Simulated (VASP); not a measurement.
# TiO2 (I4_1/amd) in VASP: single point with PBE

Aim: the single point of TiO2 with PBE.

Program: VASP 6.6.1. These are calculated values, not measurements. Logs are shortened: lines on timing, memory, paths and dates and some standing lists are left out, and cuts for length are marked.

## 1. The cell of the first run

It takes space group I4_1/amd (No. 141, tetragonal). The conventional cell has a = 3.799 Å, b = 3.799 Å, c = 9.703 Å, α = 90.00°, β = 90.00°, γ = 90.00°. Ti (site symmetry -4m2) has 6 O at 1.95 to 2.00 Å within 2.6 Å. Within 2.6 Å of O (site symmetry 2mm) lie 3 Ti at 1.95 to 2.00 Å and 2 O at 2.47 Å.

## 2. Single point, PBE

File INCAR:

```
SYSTEM = TiO2
PREC = Accurate ; ENCUT = 520
EDIFF = 1E-7 ; ISMEAR = 0
SIGMA = 0.01 ; LREAL = .False.
LASPH = .True. ; NELM = 60
ALGO = Normal ; ISIF = 2
LWAVE = .False. ; LCHARG = .False.
GGA = PE ; NBANDS = 33
```

File KPOINTS:

```
regular mesh
0
Gamma
  10 10 10
  0 0 0
```

File POSCAR:

```
TiO2
1.0
   -1.8992516870      1.8992516870      4.8515712595
    1.8992516870     -1.8992516870      4.8515712595
    1.8992516870      1.8992516870     -4.8515712595
Ti O
2 4
Direct
    0.0000000000      0.0000000000      0.0000000000
    0.7500000000      0.2500000000      0.5000000000
    0.9564089866      0.4564089866      0.5000000000
    0.2064089866      0.2064089866      0.0000000000
    0.5435910134      0.0435910134      0.5000000000
    0.7935910134      0.7935910134      0.0000000000
```

Potentials or basis: VASP PAW PBE potentials, release 64 (Ti_sv, O).

On the command line:

```
$ cat potpaw_PBE.64/Ti_sv/POTCAR potpaw_PBE.64/O/POTCAR > POTCAR
$ mpirun -np 1 vasp_std > vasp.out
```

OUTCAR:

```text
SYSTEM = TiO2
   PREC = Accurate
   ENCUT = 520
   EDIFF = 1E-7
   ISMEAR = 0
   LREAL = .False.
   LASPH = .True.
   NELM = 60
   ISIF = 2
   GGA = PE

 ion  position               nearest neighbor table
   1  0.000  0.000  0.000-   5 1.95   3 1.95   5 1.95   3 1.95   4 2.00   6 2.00
   2  0.750  0.250  0.500-   6 1.95   4 1.95   6 1.95   4 1.95   3 2.00   5 2.00
   3  0.956  0.456  0.500-   1 1.95   1 1.95   2 2.00
   4  0.206  0.206  0.000-   2 1.95   2 1.95   1 2.00
   5  0.544  0.044  0.500-   1 1.95   1 1.95   2 2.00
   6  0.794  0.794  0.000-   2 1.95   2 1.95   1 2.00

  LATTYP: Found a body centered tetragonal cell.
 ALAT       =     3.7985033740
 C/A-ratio  =     2.5544646308

  Lattice vectors:

 A1 = (  -1.8992516870,   1.8992516870,   4.8515712595)
 A2 = (   1.8992516870,  -1.8992516870,   4.8515712595)
 A3 = (   1.8992516870,   1.8992516870,  -4.8515712595)

Analysis of symmetry for initial positions (statically):
=====================================================================
 Subroutine PRICEL returns:
 Original cell was already a primitive cell.

 Routine SETGRP: Setting up the symmetry group for a
 body centered tetragonal supercell.

 Subroutine GETGRP returns: Found 16 space group operations
 (whereof  8 operations were pure point group operations)
 out of a pool of 16 trial point group operations.

The static configuration has the point symmetry D_2d.
 The point group associated with its full space group is D_4h.

Analysis of symmetry for dynamics (positions and initial velocities):
=====================================================================
 Subroutine PRICEL returns:
 Original cell was already a primitive cell.

 Routine SETGRP: Setting up the symmetry group for a
 body centered tetragonal supercell.

 Subroutine GETGRP returns: Found 16 space group operations
 (whereof  8 operations were pure point group operations)
 out of a pool of 16 trial point group operations.

The dynamic configuration has the point symmetry D_2d.
 The point group associated with its full space group is D_4h.

 Subroutine INISYM returns: Found 16 space group operations
 (whereof  8 operations are pure point group operations),
 and found     1 'primitive' translations

----------------------------------------------------------------------------------------

                                     Primitive cell

  volume of cell :      70.0015

  direct lattice vectors                    reciprocal lattice vectors
    -1.899251687  1.899251687  4.851571260     0.000000000  0.263261580  0.103059395
     1.899251687 -1.899251687  4.851571260     0.263261580  0.000000000  0.103059395
     1.899251687  1.899251687 -4.851571260     0.263261580  0.263261580  0.000000000

  length of vectors
     5.545453780  5.545453780  5.545453780     0.282715225  0.282715225  0.372308097

  position of ions in fractional coordinates (direct lattice)
     0.000000000  0.000000000  0.000000000
     0.750000000  0.250000000  0.500000000
     0.956408987  0.456408987  0.500000000
     0.206408987  0.206408987  0.000000000
     0.543591013  0.043591013  0.500000000
     0.793591013  0.793591013  0.000000000

  ion indices of the primitive-cell ions
   primitive index   ion index
                 1           1
                 2           2
                 3           3
                 4           4
                 5           5
                 6           6

----------------------------------------------------------------------------------------

 KPOINTS: regular mesh

Automatic generation of k-mesh.
 Grid dimensions read from file:
 generate k-points for:   10   10   10

 Generating k-lattice:

  Cartesian coordinates                     Fractional coordinates (reciprocal lattice)
     0.000000000  0.026326158  0.010305940     0.100000000 -0.000000000  0.000000000
     0.026326158  0.000000000  0.010305940    -0.000000000  0.100000000  0.000000000
     0.026326158  0.026326158  0.000000000     0.000000000  0.000000000  0.100000000

  Length of vectors
     0.028271523  0.028271523  0.037230810

  Shift w.r.t. Gamma in fractional coordinates (k-lattice)
     0.000000000  0.000000000  0.000000000

 Subroutine IBZKPT returns following result:
 ===========================================

 Found    102 irreducible k-points:

 Following reciprocal coordinates:
            Coordinates               Weight
  0.000000  0.000000  0.000000      1.000000
  0.100000 -0.000000  0.000000      8.000000
  0.200000 -0.000000  0.000000      8.000000
  0.300000 -0.000000  0.000000      8.000000
  0.400000  0.000000  0.000000      8.000000
  0.500000 -0.000000  0.000000      4.000000
[... 16 lines left out ...]
  0.300000  0.300000  0.000000      8.000000
  0.400000  0.300000  0.000000     16.000000
 [... further k-points ...]
   k-points           NKPTS =    102   k-points in BZ     NKDIM =    102   number of bands    NBANDS=     33
   number of dos      NEDOS =    301   number of ions     NIONS =      6
   total plane-waves  NPLWV =  74088
   dimension x,y,z NGX =    42 NGY =   42 NGZ =   42
   dimension x,y,z NGXF=    84 NGYF=   84 NGZF=   84
   ions per type =               2   4
   NGX,Y,Z   is equivalent  to a cutoff of  12.59, 12.59, 12.59 a.u.
   NGXF,Y,Z  is equivalent  to a cutoff of  25.18, 25.18, 25.18 a.u.
 SYSTEM =  TiO2
   PREC   = accura    normal or accurate (medium, high low for compatibility)
   ISTART =      0    job   : 0-new  1-cont  2-samecut
   ICHARG =      2    charge: 1-file 2-atom 10-const
   ISPIN  =      1    spin polarized calculation?
   LNONCOLLINEAR =      F non collinear calculations
   LSORBIT =      F    spin-orbit coupling
   LASPH  =      T    aspherical Exc in radial PAW
   ENCUT  =  520.0 eV  38.22 Ry    6.18 a.u.  10.31 10.31 10.31*2*pi/ulx,y,z
   NELM   =     60;   NELMIN=  2; NELMDL= -5     # of ELM steps
   EDIFF  = 0.1E-06   stopping-criterion for ELM
   LREAL  =      F    real-space projection
   EDIFFG = 0.1E-05   stopping-criterion for IOM
   NSW    =      0    number of steps for IOM
   IBRION =     -1    ionic relax: 0-MD 1-quasi-New 2-CG
   NFREE  =      0    steps in history (QN), initial steepest desc. (CG)
   ISIF   =      2    stress and relaxation
   ISYM   =      2    0-nonsym 1-usesym 2-fastsym
   POTIM  = 0.5000    time-step for ionic-motion
   TEBEG  =    0.0;   TEEND  =   0.0 temperature during run
   PSTRESS=    0.0 pullay stress
   NELECT =      48.0000    total number of electrons
   NUPDOWN=      -1.0000    fix difference up-down
   EMIN   =  10.00;   EMAX   =-10.00  energy-range for DOS
   EFERMI =   0.00;   METHOD = LEGACY
   ISMEAR =     0;   SIGMA  =   0.01  broadening in eV -4-tet -1-fermi 0-gaus
   EFERMI_NEDOS =   21; number of points for ismear=-14 and -15
   IALGO  =     38    algorithm
   IMIX   =      4    mixing-type and parameters
     AMIX     =   0.40;   BMIX     =  1.00
     AMIX_MAG =   1.60;   BMIX_MAG =  1.00
  volume/ion in A,a.u.               =      11.67        78.73
  Fermi-wavevector in a.u.,A,eV,Ry     =   1.443620  2.728045 28.355051  2.084037
  Thomas-Fermi vector in A             =   2.562007
   LORBIT       =      0    0 simple, 1 ext, 2 COOP (PROOUT), +10 PAW based schemes
   GGA     = PE    functional components
   LHFCALC =     F    Hartree Fock is set to
   AEXX    =    0.0000 exact exchange contribution
   IVDW    =     0    specifies the selected vdW correction
   LEPSILON=     F    determine dielectric tensor
   LRPA    =     F    only Hartree local field effects (RPA)
 non-spin polarized calculation
 Gauss-broadening in eV      SIGMA  =   0.01
  energy-cutoff  :      520.00
  volume of cell :       70.00
 maximum number of plane-waves:      1899
 NGX is ok and might be reduce to    42
   NGX = 21   NGY = 21   NGZ = 21

 number of electron      47.9999996 magnetization

 Free energy of the ion-electron system (eV)
  ---------------------------------------------------
  ext. energy  EPLUGINS =         0.00000000
  ---------------------------------------------------
  free energy    TOTEN  =       -53.86479587 eV

  energy without entropy =      -53.86479587  energy(sigma->0) =      -53.86479587

 E-fermi :   3.1914     XC(G=0): -10.5915

 val. band max:        3.1395500596   @ k =  -0.4000   0.4000   0.0000
 cond. band min:       5.2544534120   @ k =   0.0000   0.0000   0.0000
 fundamental gap:      2.1149033525
 Fermi energy:         3.1913524988

 k-point     1 :       0.0000    0.0000    0.0000
  band No.  band energies     occupation
      1     -53.3149      2.00000
      2     -53.2640      2.00000
      3     -29.7436      2.00000
      4     -29.5251      2.00000
      5     -29.5251      2.00000
      6     -29.4638      2.00000
[... 25 lines left out ...]
     32       8.1996      0.00000
     33       8.3446      0.00000

 k-point     2 :       0.1000   -0.0000    0.0000
  band No.  band energies     occupation
      1     -53.3138      2.00000
      2     -53.2647      2.00000
      3     -29.7410      2.00000
      4     -29.5369      2.00000
      5     -29.5259      2.00000
      6     -29.4688      2.00000
[... 25 lines left out ...]
     32       8.3782      0.00000
     33       8.6163      0.00000

 k-point     3 :       0.2000   -0.0000    0.0000
  band No.  band energies     occupation
      1     -53.3106      2.00000
      2     -53.2668      2.00000
      3     -29.7341      2.00000
      4     -29.5664      2.00000
      5     -29.5279      2.00000
      6     -29.4809      2.00000
[... 25 lines left out ...]
     32       8.7272      0.00000
     33       9.0232      0.00000

 k-point     4 :       0.3000   -0.0000    0.0000
  band No.  band energies     occupation
      1     -53.3062      2.00000
      2     -53.2699      2.00000
      3     -29.7257      2.00000
      4     -29.6020      2.00000
      5     -29.5301      2.00000
      6     -29.4926      2.00000
[... 673 lines left out ...]
     32       9.4151      0.00000
     33       9.7320      0.00000

 k-point    23 :       0.3000    0.3000    0.0000
  band No.  band energies     occupation
      1     -53.2955      2.00000
      2     -53.2779      2.00000
      3     -29.7009      2.00000
      4     -29.6478      2.00000
      5     -29.5671      2.00000
      6     -29.5268      2.00000
[... 25 lines left out ...]
     32       9.4059      0.00000
     33      10.2340      0.00000

 k-point    24 :       0.4000    0.3000    0.0000
  band No.  band energies     occupation
      1     -53.2923      2.00000
      2     -53.2801      2.00000
      3     -29.7031      2.00000
      4     -29.6673      2.00000
      5     -29.5691      2.00000
      6     -29.5413      2.00000
[... 25 lines left out ...]
     32       9.4154      0.00000
     33      10.2943      0.00000

 [... further k-points ...]
[... 5 lines left out ...]
  --------------------------------------------------------------------------------------
  -------------------------------------------------------------------------------------
  Total        0.2824236      0.2824236      0.3034659      0.0000000      0.0000000      0.0000000
  in kB        6.4640417      6.4640417      6.9456512      0.0000000      0.0000000      0.0000000
  external PRESSURE =       6.6245782 kB  Pullay stress =       0.0000000 kB

 VOLUME and BASIS-vectors are now :
 -----------------------------------------------------------------------------
  energy-cutoff  :      520.00
  volume of cell :       70.00
      direct lattice vectors                 reciprocal lattice vectors
    -1.899251687  1.899251687  4.851571260     0.000000000  0.263261580  0.103059395
     1.899251687 -1.899251687  4.851571260     0.263261580  0.000000000  0.103059395
     1.899251687  1.899251687 -4.851571260     0.263261580  0.263261580  0.000000000

 POSITION                                       TOTAL-FORCE (eV/Angst)
 -----------------------------------------------------------------------------------
      0.00000      0.00000      0.00000        -0.000000     -0.000000      0.000000
     -0.00000      1.89925      2.42579        -0.000000     -0.000000      0.000000
     -0.00000      1.89925      4.42860         0.000000      0.000000      0.020318
      0.00000      0.00000      2.00282         0.000000      0.000000      0.020318
      0.00000      1.89925      0.42297        -0.000000     -0.000000     -0.020318
      0.00000      0.00000      7.70033         0.000000      0.000000     -0.020318
 -----------------------------------------------------------------------------------
    total drift:                               -0.000000     -0.000000     -0.000000

  FREE ENERGIE OF THE ION-ELECTRON SYSTEM (eV)
  ---------------------------------------------------
  free  energy   TOTEN  =       -53.8647958677 eV

  energy  without entropy=      -53.8647958677  energy(sigma->0) =      -53.86479587
```

Wall time 12 min (1 thread of Intel Xeon 8259CL, shared host); peak memory 0.38 GiB.

Results:

```yaml
Free_energy: -53.8648 eV
Pressure: 0.7 GPa
Largest_force: 0.020 eV/Å
Band_gap_on_the_k_mesh: 2.11 eV (least direct gap 2.41 eV)
```

Forces in eV/Å, atoms in the order of the input:
```
Ti   0.000  0.000  0.000
Ti   0.000  0.000  0.000
O    0.000  0.000  0.020
O    0.000  0.000  0.020
O    0.000  0.000 -0.020
O    0.000  0.000 -0.020
```

Levels at points of the mesh, in eV from the valence-band top:
| k point | band 22 | band 23 | band 24 | band 25 | band 26 | band 27 |
| --- | --- | --- | --- | --- | --- | --- |
| (0.00, 0.00, 0.00) | -0.78 | -0.41 | -0.41 | 2.11 | 2.78 | 3.97 |
| (0.50, 0.00, 0.00) | -0.87 | -0.84 | -0.63 | 3.19 | 3.46 | 3.52 |
| (0.50, 0.50, 0.00) | -1.97 | -0.04 | -0.04 | 3.21 | 3.21 | 3.69 |
| (0.50, 0.50, 0.50) | -1.23 | -0.09 | -0.09 | 2.44 | 2.44 | 3.70 |

A k mesh can miss the band edges.
